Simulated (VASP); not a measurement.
Write the native input for VASP 6.6.1 that does the following.

- Task: single point
- Functional: PBE
- Potentials or basis: VASP PAW PBE potentials, release 64 (Sr_sv, O)
- Cutoff: 600 eV
- k mesh: 8 × 8 × 8
- Occupations: fermi-dirac, width 0.02 eV
- Spin: no spin polarisation
- Dipole correction: no
- Further INCAR settings: ALGO = Normal; EDIFF = 1e-06; NBANDS = 15

The structure of SrO lies in POSCAR:

```
SrO
1.0
    0.0000000000      2.5482040210      2.5482040210
    2.5482040210      0.0000000000      2.5482040210
    2.5482040210      2.5482040210      0.0000000000
Sr O
1 1
Direct
    0.0000000000      0.0000000000      0.0000000000
    0.5000000000      0.5000000000      0.5000000000
```

This cell differs from its parent crystal: volume scaled by 0.975.

The input as run:

INCAR

```
SYSTEM = SrO
PREC = Accurate
ENCUT = 600
EDIFF = 1E-6
ISMEAR = -1
SIGMA = 0.02
LREAL = .False.
LASPH = .True.
NELM = 120
ALGO = Normal
ISIF = 2
LWAVE = .False.
LCHARG = .True.
GGA = PE
LELF = .True.
LVHAR = .True.
NBANDS = 15
GGA_COMPAT = .False.
```

KPOINTS

```
regular mesh
0
Gamma
  8 8 8
  0 0 0
```

Potentials or basis: VASP PAW PBE potentials, release 64 (Sr_sv, O).

Run with:

```bash
$ cat potpaw_PBE.64/Sr_sv/POTCAR potpaw_PBE.64/O/POTCAR > POTCAR
$ mpirun -np 1 vasp_std > vasp.out
```

Results of the run:

```yaml
Pressure: 6.1 GPa
Band_gap_on_the_k_mesh: 3.25 eV, indirect (least direct gap 3.32 eV)
```

It took 22 s on 1 thread of Intel(R) Xeon(R) Platinum 8259CL CPU @ 2.50GHz (Skylake/Cascade Lake) (shared host), peak memory 0.18 GiB.
